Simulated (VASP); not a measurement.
# ZrC (F-43m) in VASP: a series of runs

The runs below take ZrC through single point, with B3LYP, HSE06.

Program: VASP 6.6.1. These are calculated values, not measurements. Logs are shortened: lines on timing, memory, paths and dates and some standing lists are left out, and cuts for length are marked.

### 1 The cell of the first run

The structure is cubic, space group F-43m (No. 216). Conventional cell: a = 5.091 Å, b = 5.091 Å, c = 5.091 Å, α = 90.00°, β = 90.00°, γ = 90.00°. Zr (site symmetry -43m) has 4 C at 2.20 Å within 2.9 Å. Within 2.9 Å of C (site symmetry -43m) lie 4 Zr at 2.20 Å.

### 2 Single point, B3LYP

POSCAR

```
ZrC
1.0
    0.0000000000      2.5455200000      2.5455200000
    2.5455200000      0.0000000000      2.5455200000
    2.5455200000      2.5455200000      0.0000000000
Zr C
1 1
Direct
    0.5000000000      0.5000000000      0.5000000000
    0.7500000000      0.7500000000      0.7500000000
```

INCAR.step1

```
PREC = Accurate ; ENCUT = 520
EDIFF = 1E-5 ; ISMEAR = -1
SIGMA = 0.05 ; LREAL = F
LASPH = T ; NELM = 100
ALGO = Normal ; ISIF = 2
LWAVE = T ; LCHARG = F
GGA = PE ; NBANDS = 15
```

INCAR.step2

```
PREC = Accurate ; ENCUT = 520
EDIFF = 1E-6 ; ISMEAR = -1
SIGMA = 0.05 ; LREAL = F
LASPH = T ; NELM = 100
ALGO = Normal ; ISIF = 2
LWAVE = F ; LCHARG = F
GGA = B3 ; LHFCALC = T
AEXX = 0.2 ; AGGAX = 0.72
AGGAC = 0.81 ; ALDAC = 0.19
PRECFOCK = Normal ; ISTART = 1
NBANDS = 15
```

KPOINTS

```
Automatic mesh
0
Gamma
  5 5 5
```

Potentials or basis: VASP PAW PBE potentials, release 64 (Zr_sv, C).

Command:

```sh
> cat potpaw_PBE.64/Zr_sv/POTCAR potpaw_PBE.64/C/POTCAR > POTCAR
> cp INCAR.step1 INCAR
> mpirun -np 1 vasp_std > vasp.out
> cp INCAR.step2 INCAR
> mpirun -np 1 vasp_std > vasp.out
```

OUTCAR:

```text
PREC = Accurate
   ENCUT = 520
   EDIFF = 1E-6
   ISMEAR = -1
   LREAL = F
   LASPH = T
   NELM = 100
   ISIF = 2
   GGA = B3
   LHFCALC = T
   AEXX = 0.2
   PRECFOCK = Normal
   ISTART = 1

 ion  position               nearest neighbor table
   1  0.500  0.500  0.500-   2 2.20   2 2.20   2 2.20   2 2.20
   2  0.750  0.750  0.750-   1 2.20   1 2.20   1 2.20   1 2.20

  LATTYP: Found a face centered cubic cell.
 ALAT       =     5.0910400000

  Lattice vectors:

 A1 = (   0.0000000000,   2.5455200000,   2.5455200000)
 A2 = (   2.5455200000,   0.0000000000,   2.5455200000)
 A3 = (   2.5455200000,   2.5455200000,   0.0000000000)

Analysis of symmetry for initial positions (statically):
=====================================================================
 Subroutine PRICEL returns:
 Original cell was already a primitive cell.

 Routine SETGRP: Setting up the symmetry group for a
 face centered cubic supercell.

 Subroutine GETGRP returns: Found 24 space group operations
 (whereof 24 operations were pure point group operations)
 out of a pool of 48 trial point group operations.

The static configuration has the point symmetry T_d .

Analysis of symmetry for dynamics (positions and initial velocities):
=====================================================================
 Subroutine PRICEL returns:
 Original cell was already a primitive cell.

 Routine SETGRP: Setting up the symmetry group for a
 face centered cubic supercell.

 Subroutine GETGRP returns: Found 24 space group operations
 (whereof 24 operations were pure point group operations)
 out of a pool of 48 trial point group operations.

The dynamic configuration has the point symmetry T_d .

 Subroutine INISYM returns: Found 24 space group operations
 (whereof 24 operations are pure point group operations),
 and found     1 'primitive' translations

----------------------------------------------------------------------------------------

                                     Primitive cell

  volume of cell :      32.9883

  direct lattice vectors                    reciprocal lattice vectors
     0.000000000  2.545520000  2.545520000    -0.196423521  0.196423521  0.196423521
     2.545520000  0.000000000  2.545520000     0.196423521 -0.196423521  0.196423521
     2.545520000  2.545520000  0.000000000     0.196423521  0.196423521 -0.196423521

  length of vectors
     3.599908907  3.599908907  3.599908907     0.340215517  0.340215517  0.340215517

  position of ions in fractional coordinates (direct lattice)
     0.500000000  0.500000000  0.500000000
     0.750000000  0.750000000  0.750000000

  ion indices of the primitive-cell ions
   primitive index   ion index
                 1           1
                 2           2

----------------------------------------------------------------------------------------

 KPOINTS: Automatic mesh

Automatic generation of k-mesh.
 Grid dimensions read from file:
 generate k-points for:    5    5    5

 Generating k-lattice:

  Cartesian coordinates                     Fractional coordinates (reciprocal lattice)
    -0.039284704  0.039284704  0.039284704     0.200000000  0.000000000  0.000000000
     0.039284704 -0.039284704  0.039284704     0.000000000  0.200000000  0.000000000
     0.039284704  0.039284704 -0.039284704     0.000000000  0.000000000  0.200000000

  Length of vectors
     0.068043103  0.068043103  0.068043103

  Shift w.r.t. Gamma in fractional coordinates (k-lattice)
     0.000000000  0.000000000  0.000000000

 Subroutine IBZKPT returns following result:
 ===========================================

 Found     10 irreducible k-points:

 Following reciprocal coordinates:
            Coordinates               Weight
  0.000000  0.000000  0.000000      1.000000
  0.200000  0.000000  0.000000      8.000000
  0.400000  0.000000  0.000000      8.000000
  0.200000  0.200000  0.000000      6.000000
  0.400000  0.200000  0.000000     24.000000
 -0.400000  0.200000  0.000000     24.000000
 -0.200000  0.200000  0.000000     12.000000
  0.400000  0.400000  0.000000      6.000000
 -0.400000  0.400000  0.000000     12.000000
 -0.400000  0.400000  0.200000     24.000000
   k-points           NKPTS =     10   k-points in BZ     NKDIM =    125   number of bands    NBANDS=     15
   number of dos      NEDOS =    301   number of ions     NIONS =      2
   total plane-waves  NPLWV =  21952
   dimension x,y,z NGX =    28 NGY =   28 NGZ =   28
   dimension x,y,z NGXF=    56 NGYF=   56 NGZF=   56
   ions per type =               1   1
   NGX,Y,Z   is equivalent  to a cutoff of  12.93, 12.93, 12.93 a.u.
   NGXF,Y,Z  is equivalent  to a cutoff of  25.86, 25.86, 25.86 a.u.
 SYSTEM =  unknown system
   PREC   = accura    normal or accurate (medium, high low for compatibility)
   ISTART =      1    job   : 0-new  1-cont  2-samecut
   ICHARG =      0    charge: 1-file 2-atom 10-const
   ISPIN  =      1    spin polarized calculation?
   LNONCOLLINEAR =      F non collinear calculations
   LSORBIT =      F    spin-orbit coupling
   LASPH  =      T    aspherical Exc in radial PAW
   ENCUT  =  520.0 eV  38.22 Ry    6.18 a.u.   6.69  6.69  6.69*2*pi/ulx,y,z
   NELM   =    100;   NELMIN=  2; NELMDL=  0     # of ELM steps
   EDIFF  = 0.1E-05   stopping-criterion for ELM
   LREAL  =      F    real-space projection
   EDIFFG = 0.1E-04   stopping-criterion for IOM
   NSW    =      0    number of steps for IOM
   IBRION =     -1    ionic relax: 0-MD 1-quasi-New 2-CG
   NFREE  =      0    steps in history (QN), initial steepest desc. (CG)
   ISIF   =      2    stress and relaxation
   ISYM   =      3    0-nonsym 1-usesym 2-fastsym
   POTIM  = 0.5000    time-step for ionic-motion
   TEBEG  =    0.0;   TEEND  =   0.0 temperature during run
   PSTRESS=    0.0 pullay stress
   NELECT =      16.0000    total number of electrons
   NUPDOWN=      -1.0000    fix difference up-down
   EMIN   =  10.00;   EMAX   =-10.00  energy-range for DOS
   EFERMI =   0.00;   METHOD = LEGACY
   ISMEAR =    -1;   SIGMA  =   0.05  broadening in eV -4-tet -1-fermi 0-gaus
   EFERMI_NEDOS =   21; number of points for ismear=-14 and -15
   IALGO  =     38    algorithm
   IMIX   =      1    mixing-type and parameters
     AMIX     =   0.40;   BMIX     =  1.00
     AMIX_MAG =   1.60;   BMIX_MAG =  1.00
  volume/ion in A,a.u.               =      16.49       111.31
  Fermi-wavevector in a.u.,A,eV,Ry     =   1.286259  2.430676 22.510313  1.654461
  Thomas-Fermi vector in A             =   2.418344
   LORBIT       =      0    0 simple, 1 ext, 2 COOP (PROOUT), +10 PAW based schemes
   GGA     = B3    functional components
   LHFCALC =     T    Hartree Fock is set to
   PRECFOCK=normal    Normal, Fast or Accurate (Low or Medium for compatibility)
   ENCUT4O =  -1.0   cutoff for four orbital integrals eV
   NKREDX  =     1    reduce k-point grid by
   NKREDY  =     1    reduce k-point grid by
   NKREDZ  =     1    reduce k-point grid by
   AEXX    =    0.2000 exact exchange contribution
   HFSCREEN=    0.0000 screening length (either q_TF or 0.3 A-1)
   HFSCREENC=   0.0000 screening length for correlation (either q_TF or 0.3 A-1)
   ENCUTFOCK=  -1.0 apply spherical cutoff to Coloumb kernel
   IVDW    =     0    specifies the selected vdW correction
   LEPSILON=     F    determine dielectric tensor
   LRPA    =     F    only Hartree local field effects (RPA)
 non-spin polarized calculation
  energy-cutoff  :      520.00
  volume of cell :       32.99
 maximum number of plane-waves:       899
  NGX = 24; NGY = 24; NGZ = 24

 number of electron      16.0000001 magnetization

 Free energy of the ion-electron system (eV)
  ---------------------------------------------------
  ext. energy  EPLUGINS =         0.00000000
  ---------------------------------------------------
  free energy    TOTEN  =       -20.50901020 eV

  energy without entropy =      -20.50901020  energy(sigma->0) =      -20.50901020

 E-fermi :   6.8966     XC(G=0):  -8.4598

 val. band max:        5.9000957707   @ k =  -0.4000   0.4000   0.0000
 cond. band min:       7.8527707112   @ k =  -0.4000   0.4000   0.0000
 fundamental gap:      1.9526749405
 Fermi energy:         6.8965799153

 k-point     1 :       0.0000    0.0000    0.0000
  band No.  band energies     occupation
      1     -44.4885      2.00000
      2     -21.3199      2.00000
      3     -21.3199      2.00000
      4     -21.3199      2.00000
      5      -4.6056      2.00000
      6       3.6837      2.00000
      7       3.6837      2.00000
      8       3.6837      2.00000
      9      10.6726      0.00000
     10      10.6726      0.00000
     11      10.9999      0.00000
     12      16.2028      0.00000
     13      16.2028      0.00000
     14      16.2028      0.00000
     15      22.1777      0.00000

 k-point     2 :       0.2000    0.0000    0.0000
  band No.  band energies     occupation
      1     -44.4738      2.00000
      2     -21.4917      2.00000
      3     -21.3444      2.00000
      4     -21.3444      2.00000
      5      -4.1013      2.00000
      6       3.2822      2.00000
      7       3.9919      2.00000
      8       3.9919      2.00000
      9      10.3845      0.00000
     10      10.3845      0.00000
     11      12.3579      0.00000
     12      15.5261      0.00000
     13      16.4865      0.00000
     14      16.4865      0.00000
     15      18.5921      0.00000
[... 113 lines left out ...]
      3     -21.5619      2.00000
      4     -21.4734      2.00000
      5      -2.8455      2.00000
      6       2.8290      2.00000
      7       5.8036      2.00000
      8       5.9001      2.00000
      9       7.8528      0.00000
     10      11.2968      0.00000
     11      11.6608      0.00000
     12      13.7917      0.00000
     13      14.1090      0.00000
     14      19.6176      0.00000
     15      20.8183      0.00000

 k-point    10 :      -0.4000    0.4000    0.2000
  band No.  band energies     occupation
      1     -44.4353      2.00000
      2     -21.7059      2.00000
      3     -21.5636      2.00000
      4     -21.4674      2.00000
      5      -2.9162      2.00000
      6       3.3177      2.00000
      7       4.6162      2.00000
      8       5.8590      2.00000
      9       8.4358      0.00000
     10      10.6116      0.00000
     11      12.2079      0.00000
     12      13.7618      0.00000
     13      15.1991      0.00000
     14      18.6489      0.00000
     15      19.5870      0.00000

------------------------ aborting loop because EDIFF is reached ----------------------------------------

  FORCE on cell =-STRESS in cart. coord.  units (eV):
  Direction    XX          YY          ZZ          XY          YZ          ZX
  --------------------------------------------------------------------------------------
  -------------------------------------------------------------------------------------
  Total        0.5959707      0.5959707      0.5959707     -0.0000000      0.0000000      0.0000000
  in kB       28.9451578     28.9451578     28.9451578     -0.0000000      0.0000000      0.0000000
  external PRESSURE =      28.9451578 kB  Pullay stress =       0.0000000 kB

 VOLUME and BASIS-vectors are now :
 -----------------------------------------------------------------------------
  energy-cutoff  :      520.00
  volume of cell :       32.99
      direct lattice vectors                 reciprocal lattice vectors
     0.000000000  2.545520000  2.545520000    -0.196423521  0.196423521  0.196423521
     2.545520000  0.000000000  2.545520000     0.196423521 -0.196423521  0.196423521
     2.545520000  2.545520000  0.000000000     0.196423521  0.196423521 -0.196423521

 POSITION                                       TOTAL-FORCE (eV/Angst)
 -----------------------------------------------------------------------------------
      2.54552      2.54552      2.54552         0.000000      0.000000      0.000000
      3.81828      3.81828      3.81828        -0.000000     -0.000000     -0.000000
 -----------------------------------------------------------------------------------
    total drift:                               -0.000001      0.000000      0.000000

  FREE ENERGIE OF THE ION-ELECTRON SYSTEM (eV)
  ---------------------------------------------------
  free  energy   TOTEN  =       -20.5090102036 eV

  energy  without entropy=      -20.5090102016  energy(sigma->0) =      -20.50901020
```

It took 14 min on 1 thread of Intel Xeon Platinum 8259CL at 2.50GHz (Skylake/Cascade Lake), shared host; peak memory 0.18 GiB.

What came out:

| Property | Result |
| --- | --- |
| Free energy | -20.5090 eV |
| Pressure | 2.9 GPa |
| Band gap on the k mesh | 1.95 eV |

Caveat: the k points lie up to 0.43 Å⁻¹ apart; the PAW data sets were made with another functional, which shifts forces and pressure a little; an odd mesh through Γ misses points on the zone boundary, where band edges can lie.

### 3 Single point, HSE06

POSCAR is that of step 2.

INCAR.step1

```
  ALGO = Normal
  EDIFF = 1E-5
  ENCUT = 520
  GGA = PE
  ISIF = 2
  ISMEAR = -1
  LASPH = True
  LCHARG = False
  LREAL = False
  LWAVE = True
  NBANDS = 15
  NELM = 100
  PREC = Accurate
  SIGMA = 0.05
```

INCAR.step2

```
  ALGO = Normal
  EDIFF = 1E-7
  ENCUT = 520
  GGA = PE
  HFSCREEN = 0.2079
  ISIF = 2
  ISMEAR = -1
  ISTART = 1
  LASPH = True
  LCHARG = False
  LHFCALC = True
  LREAL = False
  LWAVE = False
  NBANDS = 15
  NELM = 100
  PREC = Accurate
  PRECFOCK = Normal
  SIGMA = 0.05
```

KPOINTS

```
k-points
0
Gamma
  5 5 5
```

Potentials or basis: VASP PAW PBE potentials, release 64 (Zr_sv, C).

Command:

```sh
> cat potpaw_PBE.64/Zr_sv/POTCAR potpaw_PBE.64/C/POTCAR > POTCAR
> cp INCAR.step1 INCAR
> mpirun -np 1 vasp_std > vasp.out
> cp INCAR.step2 INCAR
> mpirun -np 1 vasp_std > vasp.out
```

Run time: 16 min. Hardware: 1 thread of Intel Xeon Platinum 8259CL at 2.50GHz (Skylake/Cascade Lake), shared host; peak memory 0.28 GiB.

It converged, with:

```yaml
Free_energy: -21.0375 eV
Pressure: -1.3 GPa
Band_gap_on_the_k_mesh: 1.47 eV
```

Levels at points of the mesh, in eV from the valence-band top:
```
           k point  band 5  band 6  band 7  band 8  band 9  band 10  band 11  band 12
(0.00, 0.00, 0.00)  -10.75   -2.18   -2.18   -2.18    4.49     4.49     4.51    10.05
```

Caveat: the k points lie up to 0.43 Å⁻¹ apart; the PAW data sets were made with another functional, which shifts forces and pressure a little; an odd mesh through Γ misses points on the zone boundary, where band edges can lie.

(Part 1 of 2 ends here.)
